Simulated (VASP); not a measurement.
# NaF (F-43m) in VASP: further runs

NaF is run at these levels: PBE, r2SCAN, HSE06; tasks: single point.

Everything below comes from runs of VASP 6.6.1. Logs are shortened: lines on timing, memory, paths and dates and some standing lists are left out, and cuts for length are marked.

## Step 1: The cell of the first run

The structure is cubic, space group F-43m (No. 216). Conventional cell: a = 5.063 Å, b = 5.063 Å, c = 5.063 Å, α = 90.00°, β = 90.00°, γ = 90.00°. Na (site symmetry -43m) has 4 F at 2.19 Å within 2.9 Å. F (site symmetry -43m) has 4 Na at 2.19 Å within 2.9 Å.

## Step 2: Single point, PBE

INCAR

```
SYSTEM = NaF
ALGO = Normal ; EDIFF = 1E-6
ENCUT = 520 ; GGA = PE
ISIF = 2 ; ISMEAR = 0
LASPH = .True. ; LCHARG = .True.
LELF = .True. ; LREAL = .False.
LVHAR = .True. ; LWAVE = .False.
NBANDS = 14 ; NELM = 100
PREC = Accurate ; SIGMA = 0.01
```

KPOINTS

```
k-points
0
Gamma
  4 4 4
  0 0 0
```

POSCAR

```
NaF
1.0
    0.0000000000      2.5312613630      2.5312613630
    2.5312613630      0.0000000000      2.5312613630
    2.5312613630      2.5312613630      0.0000000000
Na F
1 1
Direct
    0.0000000000      0.0000000000      0.0000000000
    0.2500000000      0.2500000000      0.2500000000
```

Potentials or basis: VASP PAW PBE potentials, release 64 (Na_pv, F).

The run is started by

```console
> cat potpaw_PBE.64/Na_pv/POTCAR potpaw_PBE.64/F/POTCAR > POTCAR
> mpirun -np 1 vasp_std > vasp.out
```

OUTCAR:

```text
SYSTEM = NaF
   EDIFF = 1E-6
   ENCUT = 520
   GGA = PE
   ISIF = 2
   ISMEAR = 0
   LASPH = .True.
   LREAL = .False.
   NELM = 100
   PREC = Accurate

 ion  position               nearest neighbor table
   1  0.000  0.000  0.000-   2 2.19   2 2.19   2 2.19   2 2.19
   2  0.250  0.250  0.250-   1 2.19   1 2.19   1 2.19   1 2.19

  LATTYP: Found a face centered cubic cell.
 ALAT       =     5.0625227260

  Lattice vectors:

 A1 = (   0.0000000000,   2.5312613630,   2.5312613630)
 A2 = (   2.5312613630,   0.0000000000,   2.5312613630)
 A3 = (   2.5312613630,   2.5312613630,   0.0000000000)

Analysis of symmetry for initial positions (statically):
=====================================================================
 Subroutine PRICEL returns:
 Original cell was already a primitive cell.

 Routine SETGRP: Setting up the symmetry group for a
 face centered cubic supercell.

 Subroutine GETGRP returns: Found 24 space group operations
 (whereof 24 operations were pure point group operations)
 out of a pool of 48 trial point group operations.

The static configuration has the point symmetry T_d .

Analysis of symmetry for dynamics (positions and initial velocities):
=====================================================================
 Subroutine PRICEL returns:
 Original cell was already a primitive cell.

 Routine SETGRP: Setting up the symmetry group for a
 face centered cubic supercell.

 Subroutine GETGRP returns: Found 24 space group operations
 (whereof 24 operations were pure point group operations)
 out of a pool of 48 trial point group operations.

The dynamic configuration has the point symmetry T_d .

 Subroutine INISYM returns: Found 24 space group operations
 (whereof 24 operations are pure point group operations),
 and found     1 'primitive' translations

----------------------------------------------------------------------------------------

                                     Primitive cell

  volume of cell :      32.4370

  direct lattice vectors                    reciprocal lattice vectors
     0.000000000  2.531261363  2.531261363    -0.197529977  0.197529977  0.197529977
     2.531261363  0.000000000  2.531261363     0.197529977 -0.197529977  0.197529977
     2.531261363  2.531261363  0.000000000     0.197529977  0.197529977 -0.197529977

  length of vectors
     3.579744149  3.579744149  3.579744149     0.342131957  0.342131957  0.342131957

  position of ions in fractional coordinates (direct lattice)
     0.000000000  0.000000000  0.000000000
     0.250000000  0.250000000  0.250000000

  ion indices of the primitive-cell ions
   primitive index   ion index
                 1           1
                 2           2

----------------------------------------------------------------------------------------

 KPOINTS: k-points

Automatic generation of k-mesh.
 Grid dimensions read from file:
 generate k-points for:    4    4    4

 Generating k-lattice:

  Cartesian coordinates                     Fractional coordinates (reciprocal lattice)
    -0.049382494  0.049382494  0.049382494     0.250000000  0.000000000  0.000000000
     0.049382494 -0.049382494  0.049382494     0.000000000  0.250000000  0.000000000
     0.049382494  0.049382494 -0.049382494     0.000000000  0.000000000  0.250000000

  Length of vectors
     0.085532989  0.085532989  0.085532989

  Shift w.r.t. Gamma in fractional coordinates (k-lattice)
     0.000000000  0.000000000  0.000000000

 Subroutine IBZKPT returns following result:
 ===========================================

 Found      8 irreducible k-points:

 Following reciprocal coordinates:
            Coordinates               Weight
  0.000000  0.000000  0.000000      1.000000
  0.250000  0.000000  0.000000      8.000000
  0.500000  0.000000  0.000000      4.000000
  0.250000  0.250000  0.000000      6.000000
  0.500000  0.250000  0.000000     24.000000
 -0.250000  0.250000  0.000000     12.000000
  0.500000  0.500000  0.000000      3.000000
 -0.250000  0.500000  0.250000      6.000000
   k-points           NKPTS =      8   k-points in BZ     NKDIM =      8   number of bands    NBANDS=     14
   number of dos      NEDOS =    301   number of ions     NIONS =      2
   total plane-waves  NPLWV =  21952
   dimension x,y,z NGX =    28 NGY =   28 NGZ =   28
   dimension x,y,z NGXF=    56 NGYF=   56 NGZF=   56
   ions per type =               1   1
   NGX,Y,Z   is equivalent  to a cutoff of  13.00, 13.00, 13.00 a.u.
   NGXF,Y,Z  is equivalent  to a cutoff of  26.01, 26.01, 26.01 a.u.
 SYSTEM =  NaF
   PREC   = accura    normal or accurate (medium, high low for compatibility)
   ISTART =      0    job   : 0-new  1-cont  2-samecut
   ICHARG =      2    charge: 1-file 2-atom 10-const
   ISPIN  =      1    spin polarized calculation?
   LNONCOLLINEAR =      F non collinear calculations
   LSORBIT =      F    spin-orbit coupling
   LASPH  =      T    aspherical Exc in radial PAW
   ENCUT  =  520.0 eV  38.22 Ry    6.18 a.u.   6.66  6.66  6.66*2*pi/ulx,y,z
   NELM   =    100;   NELMIN=  2; NELMDL= -5     # of ELM steps
   EDIFF  = 0.1E-05   stopping-criterion for ELM
   LREAL  =      F    real-space projection
   EDIFFG = 0.1E-04   stopping-criterion for IOM
   NSW    =      0    number of steps for IOM
   IBRION =     -1    ionic relax: 0-MD 1-quasi-New 2-CG
   NFREE  =      0    steps in history (QN), initial steepest desc. (CG)
   ISIF   =      2    stress and relaxation
   ISYM   =      2    0-nonsym 1-usesym 2-fastsym
   POTIM  = 0.5000    time-step for ionic-motion
   TEBEG  =    0.0;   TEEND  =   0.0 temperature during run
   PSTRESS=    0.0 pullay stress
   NELECT =      14.0000    total number of electrons
   NUPDOWN=      -1.0000    fix difference up-down
   EMIN   =  10.00;   EMAX   =-10.00  energy-range for DOS
   EFERMI =   0.00;   METHOD = LEGACY
   ISMEAR =     0;   SIGMA  =   0.01  broadening in eV -4-tet -1-fermi 0-gaus
   EFERMI_NEDOS =   21; number of points for ismear=-14 and -15
   IALGO  =     38    algorithm
   IMIX   =      4    mixing-type and parameters
     AMIX     =   0.40;   BMIX     =  1.00
     AMIX_MAG =   1.60;   BMIX_MAG =  1.00
  volume/ion in A,a.u.               =      16.22       109.45
  Fermi-wavevector in a.u.,A,eV,Ry     =   1.237192  2.337954 20.825685  1.530645
  Thomas-Fermi vector in A             =   2.371770
   LORBIT       =      0    0 simple, 1 ext, 2 COOP (PROOUT), +10 PAW based schemes
   GGA     = PE    functional components
   LHFCALC =     F    Hartree Fock is set to
   AEXX    =    0.0000 exact exchange contribution
   IVDW    =     0    specifies the selected vdW correction
   LEPSILON=     F    determine dielectric tensor
   LRPA    =     F    only Hartree local field effects (RPA)
 non-spin polarized calculation
 Gauss-broadening in eV      SIGMA  =   0.01
  energy-cutoff  :      520.00
  volume of cell :       32.44
 maximum number of plane-waves:       893
 NGX is ok and might be reduce to    28
   NGX = 13   NGY = 13   NGZ = 13

 number of electron      13.9999982 magnetization

 Free energy of the ion-electron system (eV)
  ---------------------------------------------------
  ext. energy  EPLUGINS =         0.00000000
  ---------------------------------------------------
  free energy    TOTEN  =        -8.38359221 eV

  energy without entropy =       -8.38359221  energy(sigma->0) =       -8.38359221

 E-fermi :  -3.3395     XC(G=0):  -7.7336

 val. band max:       -3.3922322181   @ k =   0.0000   0.0000   0.0000
 cond. band min:       2.2200507879   @ k =   0.0000   0.0000   0.0000
 fundamental gap:      5.6122830060
 Fermi energy:        -3.3394512072

 k-point     1 :       0.0000    0.0000    0.0000
  band No.  band energies     occupation
      1     -22.2407      2.00000
      2     -22.2406      2.00000
      3     -22.2406      2.00000
      4     -22.1372      2.00000
      5      -3.3922      2.00000
      6      -3.3922      2.00000
      7      -3.3922      2.00000
      8       2.2201      0.00000
      9      15.9238      0.00000
     10      15.9238      0.00000
     11      15.9238      0.00000
     12      17.5109      0.00000
     13      17.5109      0.00000
     14      17.5109      0.00000

 k-point     2 :       0.2500    0.0000    0.0000
  band No.  band energies     occupation
      1     -22.6533      2.00000
      2     -22.2465      2.00000
      3     -22.2465      2.00000
      4     -21.6948      2.00000
      5      -3.8799      2.00000
      6      -3.4108      2.00000
      7      -3.4108      2.00000
      8       3.7318      0.00000
      9      11.4821      0.00000
     10      14.6562      0.00000
     11      14.6562      0.00000
     12      17.0831      0.00000
     13      17.5568      0.00000
     14      17.5568      0.00000

 k-point     3 :       0.5000    0.0000    0.0000
  band No.  band energies     occupation
      1     -22.8318      2.00000
      2     -22.2524      2.00000
      3     -22.2523      2.00000
      4     -21.4879      2.00000
      5      -4.2403      2.00000
      6      -3.4296      2.00000
      7      -3.4296      2.00000
      8       6.5672      0.00000
      9       7.5113      0.00000
     10      13.7947      0.00000
     11      13.7948      0.00000
     12      17.0680      0.00000
     13      18.3031      0.00000
     14      18.3031      0.00000
[... 52 lines left out ...]
 k-point     7 :       0.5000    0.5000    0.0000
  band No.  band energies     occupation
      1     -22.9093      2.00000
      2     -22.2704      2.00000
      3     -22.2704      2.00000
      4     -21.3625      2.00000
      5      -4.1723      2.00000
      6      -3.5518      2.00000
      7      -3.5518      2.00000
      8       6.5724      0.00000
      9       8.6150      0.00000
     10      12.8523      0.00000
     11      13.6942      0.00000
     12      13.6942      0.00000
     13      16.2313      0.00000
     14      23.9645      0.00000

 k-point     8 :      -0.2500    0.5000    0.2500
  band No.  band energies     occupation
      1     -22.8983      2.00000
      2     -22.2867      2.00000
      3     -22.2711      2.00000
      4     -21.3584      2.00000
      5      -3.8739      2.00000
      6      -3.8539      2.00000
      7      -3.5872      2.00000
      8       7.2261      0.00000
      9       8.7387      0.00000
     10      11.1981      0.00000
     11      11.5351      0.00000
     12      18.3426      0.00000
     13      18.4956      0.00000
     14      19.8002      0.00000

------------------------ aborting loop because EDIFF is reached ----------------------------------------

  FORCE on cell =-STRESS in cart. coord.  units (eV):
  Direction    XX          YY          ZZ          XY          YZ          ZX
  --------------------------------------------------------------------------------------
  -------------------------------------------------------------------------------------
  Total        0.3956168      0.3956168      0.3956168      0.0000000      0.0000000     -0.0000000
  in kB       19.5408915     19.5408915     19.5408915      0.0000000      0.0000000     -0.0000000
  external PRESSURE =      19.5408915 kB  Pullay stress =       0.0000000 kB

 VOLUME and BASIS-vectors are now :
 -----------------------------------------------------------------------------
  energy-cutoff  :      520.00
  volume of cell :       32.44
      direct lattice vectors                 reciprocal lattice vectors
     0.000000000  2.531261363  2.531261363    -0.197529977  0.197529977  0.197529977
     2.531261363  0.000000000  2.531261363     0.197529977 -0.197529977  0.197529977
     2.531261363  2.531261363  0.000000000     0.197529977  0.197529977 -0.197529977

 POSITION                                       TOTAL-FORCE (eV/Angst)
 -----------------------------------------------------------------------------------
      0.00000      0.00000      0.00000         0.000000     -0.000000      0.000000
      1.26563      1.26563      1.26563        -0.000000      0.000000     -0.000000
 -----------------------------------------------------------------------------------
    total drift:                               -0.000001     -0.000001     -0.000001

  FREE ENERGIE OF THE ION-ELECTRON SYSTEM (eV)
  ---------------------------------------------------
  free  energy   TOTEN  =        -8.3835922097 eV

  energy  without entropy=       -8.3835922097  energy(sigma->0) =       -8.38359221
```

Run time: 9.8 s. Hardware: 1 thread of AMD EPYC 7R43 (Zen 3), shared host; peak memory 0.11 GiB.

What came out:

```
Free energy            : -8.3836 eV
Pressure               : 2.0 GPa
Band gap on the k mesh : 5.61 eV, direct
```

Caveat: the k points lie up to 0.54 Å⁻¹ apart.

## Step 3: Single point, r2SCAN

POSCAR is that of step 2.

INCAR.step1

```
PREC = Accurate
ENCUT = 520
ISMEAR = 0
SIGMA = 0.01
LREAL = False
LASPH = True
NELM = 80
NBANDS = 14
GGA = PE
ALGO = Normal
EDIFF = 1E-4
LWAVE = True
LCHARG = False
```

INCAR.step2

```
PREC = Accurate
ENCUT = 520
EDIFF = 1E-6
ISMEAR = 0
SIGMA = 0.01
LREAL = False
LASPH = True
NELM = 80
ALGO = Normal
ISIF = 2
LWAVE = False
LCHARG = True
METAGGA = R2SCAN
LMIXTAU = True
LELF = True
LVHAR = True
NBANDS = 14
ISTART = 1
```

KPOINTS

```
Automatic mesh
0
Gamma
  4 4 4
```

Potentials or basis: VASP PAW PBE potentials, release 64 (Na_pv, F).

The run is started by

```console
> cat potpaw_PBE.64/Na_pv/POTCAR potpaw_PBE.64/F/POTCAR > POTCAR
> cp INCAR.step1 INCAR
> mpirun -np 1 vasp_std > vasp.out
> cp INCAR.step2 INCAR
> mpirun -np 1 vasp_std > vasp.out
```

OUTCAR:

```text
PREC = Accurate
   ENCUT = 520
   EDIFF = 1E-6
   ISMEAR = 0
   LREAL = False
   LASPH = True
   NELM = 80
   ISIF = 2
   METAGGA = R2SCAN
   ISTART = 1

 ion  position               nearest neighbor table
   1  0.000  0.000  0.000-   2 2.19   2 2.19   2 2.19   2 2.19
   2  0.250  0.250  0.250-   1 2.19   1 2.19   1 2.19   1 2.19

  LATTYP: Found a face centered cubic cell.
 ALAT       =     5.0625227260

  Lattice vectors:

 A1 = (   0.0000000000,   2.5312613630,   2.5312613630)
 A2 = (   2.5312613630,   0.0000000000,   2.5312613630)
 A3 = (   2.5312613630,   2.5312613630,   0.0000000000)

Analysis of symmetry for initial positions (statically):
=====================================================================
 Subroutine PRICEL returns:
 Original cell was already a primitive cell.

 Routine SETGRP: Setting up the symmetry group for a
 face centered cubic supercell.

 Subroutine GETGRP returns: Found 24 space group operations
 (whereof 24 operations were pure point group operations)
 out of a pool of 48 trial point group operations.

The static configuration has the point symmetry T_d .
[... 156 lines left out ...]
      3     -23.4041      2.00000
      4     -23.4041      2.00000
      5      -3.9930      2.00000
      6      -3.9930      2.00000
      7      -3.9930      2.00000
      8       2.2810      0.00000
      9      16.5106      0.00000
     10      16.5106      0.00000
     11      16.5108      0.00000
     12      17.7704      0.00000
     13      17.7704      0.00000
     14      17.7706      0.00000
[... 105 lines left out ...]
      1     -24.3603      2.00000
      2     -23.4479      2.00000
      3     -23.4334      2.00000
      4     -22.7924      2.00000
      5      -4.4615      2.00000
      6      -4.4162      2.00000
      7      -4.1736      2.00000
      8       7.0949      0.00000
      9       8.8272      0.00000
     10      11.8228      0.00000
     11      11.9596      0.00000
     12      18.7945      0.00000
     13      19.2361      0.00000
     14      20.2186      0.00000

------------------------ aborting loop because EDIFF is reached ----------------------------------------

  FORCE on cell =-STRESS in cart. coord.  units (eV):
  Direction    XX          YY          ZZ          XY          YZ          ZX
  --------------------------------------------------------------------------------------
  -------------------------------------------------------------------------------------
  Total       -0.0686602     -0.0686602     -0.0686602      0.0000000      0.0000000     -0.0000000
  in kB       -3.3913653     -3.3913653     -3.3913653      0.0000000      0.0000000     -0.0000000
  external PRESSURE =      -3.3913653 kB  Pullay stress =       0.0000000 kB

 VOLUME and BASIS-vectors are now :
 -----------------------------------------------------------------------------
  energy-cutoff  :      520.00
  volume of cell :       32.44
      direct lattice vectors                 reciprocal lattice vectors
     0.000000000  2.531261363  2.531261363    -0.197529977  0.197529977  0.197529977
     2.531261363  0.000000000  2.531261363     0.197529977 -0.197529977  0.197529977
     2.531261363  2.531261363  0.000000000     0.197529977  0.197529977 -0.197529977

 POSITION                                       TOTAL-FORCE (eV/Angst)
 -----------------------------------------------------------------------------------
      0.00000      0.00000      0.00000        -0.000000     -0.000000     -0.000000
      1.26563      1.26563      1.26563         0.000000      0.000000      0.000000
 -----------------------------------------------------------------------------------
    total drift:                                0.000019      0.000019      0.000019

  FREE ENERGIE OF THE ION-ELECTRON SYSTEM (eV)
  ---------------------------------------------------
  free  energy   TOTEN  =       -12.3214422335 eV

  energy  without entropy=      -12.3214422335  energy(sigma->0) =      -12.32144223
```

OUTCAR.step1:

```text
PREC = Accurate
   ENCUT = 520
   ISMEAR = 0
   LREAL = False
   LASPH = True
[... 339 lines left out ...]
      0.00000      0.00000      0.00000         0.000000      0.000000      0.000000
      1.26563      1.26563      1.26563        -0.000000     -0.000000     -0.000000
 -----------------------------------------------------------------------------------
    total drift:                               -0.000000     -0.000000     -0.000000

  FREE ENERGIE OF THE ION-ELECTRON SYSTEM (eV)
  ---------------------------------------------------
  free  energy   TOTEN  =        -8.3835856279 eV

  energy  without entropy=       -8.3835856279  energy(sigma->0) =       -8.38358563
```

OSZICAR.step1:

```text
N       E                     dE             d eps       ncg     rms          rms(c)
DAV:   1     0.110061338743E+03    0.11006E+03   -0.79919E+03   230   0.119E+03
DAV:   2    -0.301673956013E+01   -0.11308E+03   -0.10490E+03   242   0.316E+02
DAV:   3    -0.951153940623E+01   -0.64948E+01   -0.64791E+01   284   0.723E+01
DAV:   4    -0.956918969582E+01   -0.57650E-01   -0.57648E-01   266   0.767E+00
DAV:   5    -0.956992586804E+01   -0.73617E-03   -0.73617E-03   284   0.854E-01    0.604E+00
DAV:   6    -0.838772224298E+01    0.11822E+01   -0.41955E+00   302   0.165E+01    0.207E+00
DAV:   7    -0.837084540457E+01    0.16877E-01   -0.35618E-02   230   0.199E+00    0.119E+00
DAV:   8    -0.838132803552E+01   -0.10483E-01   -0.43677E-02   230   0.333E+00    0.202E-01
DAV:   9    -0.838391565272E+01   -0.25876E-02   -0.81071E-03   260   0.905E-01    0.184E-01
DAV:  10    -0.838358258260E+01    0.33307E-03   -0.28380E-03   260   0.676E-01    0.165E-02
DAV:  11    -0.838358562795E+01   -0.30453E-05   -0.62698E-05   228   0.834E-02
   1 F= -.83835856E+01 E0= -.83835856E+01  d E =-.115633E-15
```

It took 38 s on 1 thread of AMD EPYC 7R43 (Zen 3), shared host; peak memory 0.11 GiB.

Results:

* Free energy: -12.3214 eV
* Pressure: -0.3 GPa
* Band gap on the k mesh: 6.27 eV, direct

Levels at points of the mesh, in eV from the valence-band top:
```csv
k point,band 5,band 6,band 7,band 8,band 9,band 10
"(0.00, 0.00, 0.00)",0.00,0.00,0.00,6.27,20.50,20.50
"(0.50, 0.00, 0.00)",-0.81,-0.03,-0.03,10.54,11.78,18.06
"(0.50, 0.50, 0.00)",-0.74,-0.15,-0.15,10.48,12.72,17.59
```

Caveat: the k points lie up to 0.54 Å⁻¹ apart; the PAW data sets were made with another functional, which shifts forces and pressure a little. r2SCAN opens gaps a little over a GGA but as a rule still falls short of measured ones.

(Continued in part 2 of 2.)
